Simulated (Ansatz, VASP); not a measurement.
**One calculation of InSb, two programs**

Contents of INCAR:

```
SYSTEM = InSb
PREC = Accurate
ENCUT = 520
EDIFF = 1E-6
ISMEAR = 0
SIGMA = 0.15
LREAL = .False.
LASPH = .True.
NELM = 100
ALGO = Normal
ISIF = 2
LWAVE = .False.
LCHARG = .True.
GGA = PE
LELF = .True.
LVHAR = .True.
NBANDS = 16
```

KPOINTS

```
regular mesh
0
Gamma
  14 14 14
  0 0 0
```

File POSCAR:

```
InSb
1.0
    0.0000000000      3.6359498532      2.5706165462
    3.6359498532      0.0000000000      2.5706165462
    3.6359498532      3.6359498532      0.0000000000
In Sb
1 1
Direct
    0.0000000000      0.0000000000      0.0000000000
    0.7500000000      0.7500000000      0.7500000000
```

Input for Ansatz:

```yaml
crystal:
  lattice:
    - [0.0, 3.6359498532, 2.5706165462]
    - [3.6359498532, 0.0, 2.5706165462]
    - [3.6359498532, 3.6359498532, 0.0]
  atoms:
    - { symbol: In, position: [0.0, 0.0, 0.0] }
    - { symbol: Sb, position: [0.75, 0.75, 0.75] }
basis:
  ecutwfc: 420
kpoints:
  mp_grid: { grid: [14, 14, 14] }
hamiltonian:
  xc: pbe
scf:
  occupations: { method: gaussian, width: 0.15 }
output:
  forces: true
  stress: true
  eigenvalues: true
```

Alike in both runs: task single point; functional PBE; k mesh 14 × 14 × 14; occupations gaussian, width 0.15 eV; no spin polarisation.

|  | VASP | Ansatz |
| --- | --- | --- |
| version | VASP 6.6.1 | Ansatz 0.2.0 |
| potentials or method | VASP PAW PBE potentials, release 64 (In_d, Sb), cutoff 520 eV | scalar-relativistic, plane waves, PAW |
| valence electrons in the cell | 18 | 28 |

|  | VASP | Ansatz | Ansatz less VASP |
| --- | --- | --- | --- |
| gap on the k mesh at the Fermi level (eV) | none | none | - |
| pressure (GPa) | 1.1 | 1.1 | +0.03 |
| traceless stress, the component that is largest in VASP (GPa) | 2.13 | 2.14 | +0.007 |

A gap of «none» marks a metal or a gap that the smearing closes. VASP's potentials hold 18 valence electrons a cell and Ansatz's 28, so a difference there can come from the potentials and not from the codes.

Spin-orbit coupling is off throughout.
